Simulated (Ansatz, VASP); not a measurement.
# BAs: VASP beside Ansatz

```
CELL_PARAMETERS angstrom
0.00000 2.59845 2.02679
2.59845 0.00000 2.02679
2.59845 2.59845 0.00000
ATOMIC_POSITIONS crystal
B 0.00000 0.00000 0.00000
As 0.75000 0.75000 0.75000
```

Alike in both runs: task single point; functional r2SCAN; k mesh 12 × 12 × 12; occupations gaussian, width 0.05 eV; no spin polarisation.

|  | VASP | Ansatz |
| --- | --- | --- |
| version | VASP 6.6.1 | Ansatz 0.2.0 |
| potentials or method | VASP PAW PBE potentials, release 64 (B, As), cutoff 520 eV | scalar-relativistic, plane waves, PAW |
| valence electrons in the cell | 8 | 18 |

Ansatz gave:

```
gap on the k mesh at the Fermi level (eV)                     : none
pressure (GPa)                                                : -1.3
traceless stress, the component that is largest in VASP (GPa) : 21.63
```

**Question.** What did VASP give for the same quantities?

**Answer.** gap on the k mesh at the Fermi level (eV): none; pressure (GPa): -1.1; traceless stress, the component that is largest in VASP (GPa): 21.57.

VASP's potentials were made for PBE, not for r2SCAN. A gap of «none» marks a metal or a gap that the smearing closes. VASP's potentials hold 8 valence electrons a cell and Ansatz's 18, so a difference there can come from the potentials and not from the codes.
